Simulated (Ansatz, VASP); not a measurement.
# YMn2 in VASP and in Ansatz

```
Mn Y
1.0
     0.00000    3.61314    3.61314
     3.61314    0.00000    3.61314
     3.61314    3.61314    0.00000
Mn Y
4 2
Direct
  0.62500 0.62500 0.62500
  0.12500 0.62500 0.62500
  0.62500 0.62500 0.12500
  0.62500 0.12500 0.62500
  0.00000 0.00000 0.00000
  0.25000 0.25000 0.25000
```

Alike in both runs: functional PBE; k mesh 4 × 4 × 4; no spin polarisation.

Ansatz relaxed the structure, and its values are those at the end. VASP's run is a single point on that final structure, the one shown.

```csv
,VASP,Ansatz
version,VASP 6.6.1,Ansatz 0.2.0
potentials or method,"VASP PAW PBE potentials, release 64 (Mn_pv, Y_sv), cutoff 520 eV",PAW plane waves
occupations,"fermi-dirac, width 0.1 eV",fermi-dirac
valence electrons in the cell,74,82
```

Ansatz gave:

```
gap on the k mesh at the Fermi level (eV) : none
pressure (GPa)                            : 0.0
```

Question: Which values does VASP return?

Answer: gap on the k mesh at the Fermi level (eV): none; pressure (GPa): -0.2.

A gap of «none» marks a metal or a gap that the smearing closes. VASP's potentials hold 74 valence electrons a cell and Ansatz's 82, so a difference there can come from the potentials and not from the codes.

The k mesh is coarse, so the values compare programs but aren't converged.
